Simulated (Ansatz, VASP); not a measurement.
**ScGa3 in VASP and in Ansatz**

```
Sc Ga
1.0
     4.10860    0.00000    0.00000
     0.00000    4.10860    0.00000
     0.00000    0.00000    4.10860
Sc Ga
1 3
Direct
  0.00000 0.00000 0.00000
  0.00000 0.50000 0.50000
  0.50000 0.00000 0.50000
  0.50000 0.50000 0.00000
```

Change from the starting cell: volume scaled by 1.01, PAW files.

Alike in both runs: task electric field gradients; functional LDA; k mesh 9 × 9 × 9; occupations fermi-dirac, width 0.05 eV; no spin polarisation.

|  | VASP | Ansatz |
| --- | --- | --- |
| version | VASP 6.6.1 | Ansatz 0.2.0 |
| potentials or method | VASP PAW LDA potentials, release 64 (Sc_sv, Ga_d) | PAW with Ansatz's default frozen-core files, scalar-relativistic |
| plane-wave cutoff (eV) | 520 | 420 |
| valence electrons in the cell | 50 | 50 |

Ansatz gave:

* pressure (GPa): -6.1
* size of Vzz on the site where it differs most (V/Å²): 65.0

Which values does VASP return?

Pressure (GPa): -5.9; size of Vzz on the site where it differs most (V/Å²): 62.5.

LDA's correlation is that of Perdew and Zunger in VASP and of Perdew and Wang (1992) in Ansatz.
